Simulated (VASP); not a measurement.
Write the native input for VASP 6.6.1 that does the following.

* Task: single point
* Functional: PBE
* Potentials or basis: VASP PAW PBE potentials, release 64 (Zn, Si, N)
* Cutoff: 520 eV
* k mesh: 6 × 6 × 2
* Occupations: gaussian, width 0.1 eV
* Spin: no spin polarisation
* Dipole correction: no
* Further INCAR settings: ALGO = Normal; EDIFF = 1e-07; NBANDS = 30

The structure of Zn2Si3N lies in POSCAR:

```
Zn2Si3N
1.0
    3.3999560600      0.0000000000      0.0000000000
   -1.6999780300      2.9444483200      0.0000000000
    0.0000000000      0.0000000000      8.3308363100
Zn Si N
2 3 1
Direct
    0.3333333300      0.6666666700      0.6638077500
    0.6666666700      0.3333333300      0.3361922500
    0.3333333300      0.6666666700      0.1732381300
    0.6666666700      0.3333333300      0.8267618700
    0.0000000000      0.0000000000      0.5000000000
    0.0000000000      0.0000000000      0.0000000000
```

These files were run (other wordings do the same):

INCAR

```
PREC = Accurate
ENCUT = 520
EDIFF = 1E-7
ISMEAR = 0
SIGMA = 0.1
LREAL = F
LASPH = T
NELM = 60
ALGO = Normal
ISIF = 2
LWAVE = F
LCHARG = T
GGA = PE
LELF = T
LVHAR = T
NBANDS = 30
```

KPOINTS

```
Automatic mesh
0
Gamma
  6 6 2
```

Potentials or basis: VASP PAW PBE potentials, release 64 (Zn, Si, N).

Command:

```sh
$ cat potpaw_PBE.64/Zn/POTCAR potpaw_PBE.64/Si/POTCAR potpaw_PBE.64/N/POTCAR > POTCAR
$ mpirun -np 1 vasp_std > vasp.out
```

It gave:

```json
{
 "Pressure": "6.0 GPa",
 "Largest force": "3.278 eV/Å"
}
```

Caveat: the k points lie up to 0.38 Å⁻¹ apart; forces of over 1 eV/Å act on the atoms, so gaps and moduli don't describe the material at rest.

Wall time 28 s on 1 thread of Intel(R) Xeon(R) Platinum 8488C (Sapphire Rapids), on a shared host, peak memory 0.21 GiB.
